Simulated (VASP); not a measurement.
Write the native input for VASP 6.6.1 that does the following.

```
Task                   : single point
Functional             : PBE
Potentials or basis    : VASP PAW PBE potentials, release 64 (Sc_sv, Ta_pv, N)
Cutoff                 : 520 eV
k mesh                 : 12 × 12 × 6
Occupations            : gaussian, width 0.1 eV
Spin                   : no spin polarisation
Dipole correction      : no
Further INCAR settings : ALGO = Normal; EDIFF = 1e-06; NBANDS = 33
```

The structure of ScTa2N3 lies in POSCAR:

```
ScTa2N3
1.0
    3.1289267201      0.0000000000      0.0000000000
   -1.5644633600      2.7097300262      0.0000000000
    0.0000000000      0.0000000000      7.7139261414
Sc Ta N
1 2 3
Direct
    0.0000000000      0.0000000000      0.0000000000
    0.6666666667      0.3333333333      0.6632643620
    0.3333333333      0.6666666667      0.3367356380
    0.6666666667      0.3333333333      0.1730683808
    0.3333333333      0.6666666667      0.8269316192
    0.0000000000      0.0000000000      0.5000000000
```

One way to write it, as run:

INCAR

```
SYSTEM = ScTa2N3
ALGO     = Normal         ! electronic algorithm
EDIFF    = 1E-6           ! SCF threshold, eV
ENCUT    = 520            ! plane-wave cutoff, eV
GGA      = PE             ! functional
ISIF     = 2              ! what is computed and relaxed
ISMEAR   = 0              ! smearing method
LASPH    = .True.         ! aspherical terms in the spheres
LCHARG   = .False.        ! write CHGCAR
LREAL    = .False.        ! projectors in reciprocal space
LWAVE    = .False.        ! write WAVECAR
NBANDS   = 33             ! bands
NELM     = 80             ! most SCF steps
PREC     = Accurate       ! precision mode
SIGMA    = 0.1            ! smearing width, eV
```

KPOINTS

```
k-points
0
Gamma
  12 12 6
  0 0 0
```

Potentials or basis: VASP PAW PBE potentials, release 64 (Sc_sv, Ta_pv, N).

The run is started by

```console
$ cat potpaw_PBE.64/Sc_sv/POTCAR potpaw_PBE.64/Ta_pv/POTCAR potpaw_PBE.64/N/POTCAR > POTCAR
$ mpirun -np 1 vasp_std > vasp.out
```

It gave:

```yaml
Pressure: 0.8 GPa
Largest_force: 0.023 eV/Å
Band_gap_on_the_k_mesh: zero (band 24 reaches 9.44 eV, above the bottom of band 25 at 7.52 eV)
```

Caveat: spin-orbit coupling is left out, which moves the levels of the heavy elements.

Wall time 100 s on 1 thread of Intel(R) Xeon(R) 6975P-C (Granite Rapids), on a shared host, peak memory 0.32 GiB.
